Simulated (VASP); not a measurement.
Here is a VASP 6.6.1 calculation.

File INCAR:

```
SYSTEM = TiC
  PREC = Accurate
  ENCUT = 520
  EDIFF = 1E-7
  ISMEAR = -1
  SIGMA = 0.03
  LREAL = .FALSE.
  LASPH = .TRUE.
  NELM = 60
  ALGO = Normal
  ISIF = 2
  LWAVE = .FALSE.
  LCHARG = .FALSE.
  GGA = PE
  NBANDS = 15
```

File KPOINTS:

```
regular mesh
0
G
  14 14 14
  0 0 0
```

POSCAR

```
TiC
1.0
    0.0000000000      2.1297216026      2.1297216026
    2.1297216026      0.0000000000      2.1297216026
    2.1297216026      2.1297216026      0.0000000000
Ti C
1 1
Direct
    0.0000000000      0.0000000000      0.0000000000
    0.5000000000      0.5000000000      0.5000000000
```

Potentials or basis: VASP PAW PBE potentials, release 64 (Ti_sv, C).

Command:

```sh
$ cat potpaw_PBE.64/Ti_sv/POTCAR potpaw_PBE.64/C/POTCAR > POTCAR
$ mpirun -np 1 vasp_std > vasp.out
```

(1) Predict the band gap on the k mesh.

(2) Predict the pressure.

Answers

(1) zero (band 8 reaches 10.73 eV, above the bottom of band 9 at 9.61 eV).

(2) 14.4 GPa.
